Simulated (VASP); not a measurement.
# BP (I-4m2) in VASP: notebook, part 3 of 3

VASP 6.6.1.

### Step 6. Single point, r2SCAN

This run uses another cell than the first one, of the same volume but with other edges.

The input, POSCAR:

```
BP
1.0
    0.0000000000      2.4641242610      1.9220169236
    2.4641242610      0.0000000000      1.9220169236
    2.4641242610      2.4641242610      0.0000000000
B P
1 1
Direct
    0.0000000000      0.0000000000      0.0000000000
    0.7500000000      0.7500000000      0.7500000000
```

The input, INCAR.step1:

```
SYSTEM = BP
PREC = Accurate
ENCUT = 520
ISMEAR = 0
SIGMA = 0.05
LREAL = .False.
LASPH = .True.
NELM = 80
NBANDS = 11
GGA = PE
ALGO = Normal
EDIFF = 1E-4
LWAVE = .True.
LCHARG = .False.
```

The input, INCAR.step2:

```
SYSTEM = BP
PREC = Accurate
ENCUT = 520
EDIFF = 1E-6
ISMEAR = 0
SIGMA = 0.05
LREAL = .False.
LASPH = .True.
NELM = 80
ALGO = Normal
ISIF = 2
LWAVE = .False.
LCHARG = .True.
METAGGA = R2SCAN
LMIXTAU = .True.
LELF = .True.
LVHAR = .True.
NBANDS = 11
ISTART = 1
```

The input, KPOINTS:

```
Automatic mesh
0
Gamma
  12 12 12
  0 0 0
```

Potentials or basis: VASP PAW PBE potentials, release 64 (B, P).

Run with:

```
$ cat potpaw_PBE.64/B/POTCAR potpaw_PBE.64/P/POTCAR > POTCAR
$ cp INCAR.step1 INCAR
$ mpirun -np 1 vasp_std > vasp.out
$ cp INCAR.step2 INCAR
$ mpirun -np 1 vasp_std > vasp.out
```

OUTCAR:

```text
SYSTEM = BP
   PREC = Accurate
   ENCUT = 520
   EDIFF = 1E-6
   ISMEAR = 0
   LREAL = .False.
   LASPH = .True.
   NELM = 80
   ISIF = 2
   METAGGA = R2SCAN
   ISTART = 1

 ion  position               nearest neighbor table
   1  0.000  0.000  0.000-   2 1.99   2 1.99   2 1.99   2 1.99
   2  0.750  0.750  0.750-   1 1.99   1 1.99   1 1.99   1 1.99

  LATTYP: Found a body centered tetragonal cell.
 ALAT       =     3.4847979493
 C/A-ratio  =     1.1030865787

  Lattice vectors:

 A1 = (   0.0000000000,  -2.4641242610,  -1.9220169236)
 A2 = (   0.0000000000,   2.4641242610,  -1.9220169236)
 A3 = (   2.4641242610,   0.0000000000,   1.9220169236)

Analysis of symmetry for initial positions (statically):
=====================================================================
 Subroutine PRICEL returns:
 Original cell was already a primitive cell.

 Routine SETGRP: Setting up the symmetry group for a
 body centered tetragonal supercell.

 Subroutine GETGRP returns: Found  8 space group operations
 (whereof  8 operations were pure point group operations)
 out of a pool of 16 trial point group operations.

The static configuration has the point symmetry D_2d.

Analysis of symmetry for dynamics (positions and initial velocities):
=====================================================================
 Subroutine PRICEL returns:
 Original cell was already a primitive cell.

 Routine SETGRP: Setting up the symmetry group for a
 body centered tetragonal supercell.

 Subroutine GETGRP returns: Found  8 space group operations
 (whereof  8 operations were pure point group operations)
 out of a pool of 16 trial point group operations.

The dynamic configuration has the point symmetry D_2d.

 Subroutine INISYM returns: Found  8 space group operations
 (whereof  8 operations are pure point group operations),
 and found     1 'primitive' translations

----------------------------------------------------------------------------------------
[... 115 lines left out ...]
  Fermi-wavevector in a.u.,A,eV,Ry     =   1.145691  2.165041 17.859102  1.312607
  Thomas-Fermi vector in A             =   2.282378
   LORBIT       =      0    0 simple, 1 ext, 2 COOP (PROOUT), +10 PAW based schemes
   METAGGA = R2SCAN    functional components
   LHFCALC =     F    Hartree Fock is set to
   AEXX    =    0.0000 exact exchange contribution
   IVDW    =     0    specifies the selected vdW correction
   LEPSILON=     F    determine dielectric tensor
   LRPA    =     F    only Hartree local field effects (RPA)
 non-spin polarized calculation
 Gauss-broadening in eV      SIGMA  =   0.05
  energy-cutoff  :      520.00
  volume of cell :       23.34
 maximum number of plane-waves:       648
   NGX = 11   NGY = 11   NGZ = 13

 number of electron       8.0000000 magnetization

 Free energy of the ion-electron system (eV)
  ---------------------------------------------------
  ext. energy  EPLUGINS =         0.00000000
  ---------------------------------------------------
  free energy    TOTEN  =       -16.66422139 eV

  energy without entropy =      -16.66389587  energy(sigma->0) =      -16.66405863

 E-fermi :   7.5760     XC(G=0): -11.5694

 val. band max:        7.5528741901   @ k =  -0.0833   0.0833   0.0000
 cond. band min:       7.5980782658   @ k =  -0.4167   0.4167   0.0000
 fundamental gap:      0.0452040756
 Fermi energy:         7.5759551279

 k-point     1 :       0.0000    0.0000    0.0000
  band No.  band energies     occupation
      1      -8.7970      2.00000
      2       6.8295      2.00000
      3       6.8295      2.00000
      4       8.8801      0.00000
      5      10.4585      0.00000
      6      12.0736      0.00000
      7      12.0736      0.00000
      8      14.8414      0.00000
      9      17.0114      0.00000
     10      19.9505      0.00000
     11      21.0490      0.00000
[... 309 lines left out ...]
 k-point    24 :      -0.4167    0.1667    0.0000
  band No.  band energies     occupation
      1      -5.0107      2.00000
      2      -1.0335      2.00000
      3       3.5225      2.00000
      4       4.9138      2.00000
      5       9.6121      0.00000
      6      13.3429      0.00000
      7      15.3141      0.00000
      8      15.9723      0.00000
      9      21.2210      0.00000
     10      22.1213      0.00000
     11      24.5176      0.00000

 [... further k-points ...]
[... 5 lines left out ...]
  --------------------------------------------------------------------------------------
  -------------------------------------------------------------------------------------
  Total       -2.4884503     -2.4884503      3.9938873      0.0000000      0.0000000      0.0000000
  in kB     -170.8154490   -170.8154490    274.1536132      0.0000000      0.0000000      0.0000000
  external PRESSURE =     -22.4924282 kB  Pullay stress =       0.0000000 kB

 VOLUME and BASIS-vectors are now :
 -----------------------------------------------------------------------------
  energy-cutoff  :      520.00
  volume of cell :       23.34
      direct lattice vectors                 reciprocal lattice vectors
     0.000000000  2.464124261  1.922016924    -0.202911845  0.202911845  0.260143391
     2.464124261  0.000000000  1.922016924     0.202911845 -0.202911845  0.260143391
     2.464124261  2.464124261  0.000000000     0.202911845  0.202911845 -0.260143391

 POSITION                                       TOTAL-FORCE (eV/Angst)
 -----------------------------------------------------------------------------------
      0.00000      0.00000      0.00000         0.000000      0.000000      0.000000
      3.69619      3.69619      2.88303        -0.000000     -0.000000     -0.000000
 -----------------------------------------------------------------------------------
    total drift:                                0.000010      0.000010      0.000016

  FREE ENERGIE OF THE ION-ELECTRON SYSTEM (eV)
  ---------------------------------------------------
  free  energy   TOTEN  =       -16.6642213907 eV

  energy  without entropy=      -16.6638958692  energy(sigma->0) =      -16.66405863
```

OSZICAR.step1:

```text
N       E                     dE             d eps       ncg     rms          rms(c)
DAV:   1     0.897459799372E+01    0.89746E+01   -0.38821E+03  3618   0.651E+02
DAV:   2    -0.123199549929E+02   -0.21295E+02   -0.20402E+02  4814   0.108E+02
DAV:   3    -0.129345038901E+02   -0.61455E+00   -0.61271E+00  4469   0.158E+01
DAV:   4    -0.129368117424E+02   -0.23079E-02   -0.23076E-02  4176   0.114E+00
DAV:   5    -0.129368230939E+02   -0.11352E-04   -0.11352E-04  4416   0.791E-02    0.689E+00
DAV:   6    -0.124193789256E+02    0.51744E+00   -0.13045E+00  4071   0.472E+00    0.369E+00
DAV:   7    -0.123488663034E+02    0.70513E-01   -0.16731E-01  4449   0.207E+00    0.134E+00
DAV:   8    -0.123412097218E+02    0.76566E-02   -0.21197E-02  4051   0.815E-01    0.205E-01
DAV:   9    -0.123413724897E+02   -0.16277E-03   -0.64584E-04  4226   0.170E-01    0.124E-01
DAV:  10    -0.123414575444E+02   -0.85055E-04   -0.17144E-04  3839   0.831E-02
   1 F= -.12341458E+02 E0= -.12341012E+02  d E =-.890372E-03
```

It took 3.9 min on 1 thread of AMD EPYC 7R43 (Zen 3), shared host; peak memory 0.13 GiB.

What came out:

```
Free energy            : -16.6642 eV
Pressure               : -2.2 GPa
Band gap on the k mesh : zero (band 4 reaches 8.88 eV, above the bottom of band 5 at 6.75 eV)
```

Stress tensor (GPa, compression positive):
```
-17.08   0.00   0.00
  0.00 -17.08   0.00
  0.00   0.00  27.42
```

Caveat: the PAW data sets were made with another functional, which shifts forces and pressure a little.

### Step 7. The runs side by side

```csv
cell,gap on the mesh (eV),pressure (GPa)
"a = 3.118, b = 3.118, c = 3.601 Å, angles 54.7, 54.7, 70.5°, 2 atoms",none,-4.5
"a = 3.500, b = 3.500, c = 2.858 Å, angles 65.9, 65.9, 48.2°, 2 atoms",none,-1.8
"a = 3.143, b = 3.143, c = 3.386 Å, angles 57.4, 57.4, 65.2°, 2 atoms",none,-1.1
"a = 3.334, b = 3.334, c = 3.019 Å, angles 63.1, 63.1, 53.8°, 2 atoms",none,-0.5
"a = 3.125, b = 3.125, c = 3.485 Å, angles 56.1, 56.1, 67.8°, 2 atoms",none,-2.2
```

Alike in all rows: task single point; level r2SCAN; potentials or basis VASP PAW PBE potentials, release 64 (B, P); no spin polarisation; k mesh 12 × 12 × 12; cutoff (eV) 520; smearing gaussian 0.05 eV.

Caveats: the PAW data sets were made with another functional, which shifts forces and pressure a little.

Total energies depend on the potentials used, so only differences within one code and one set of settings carry meaning.
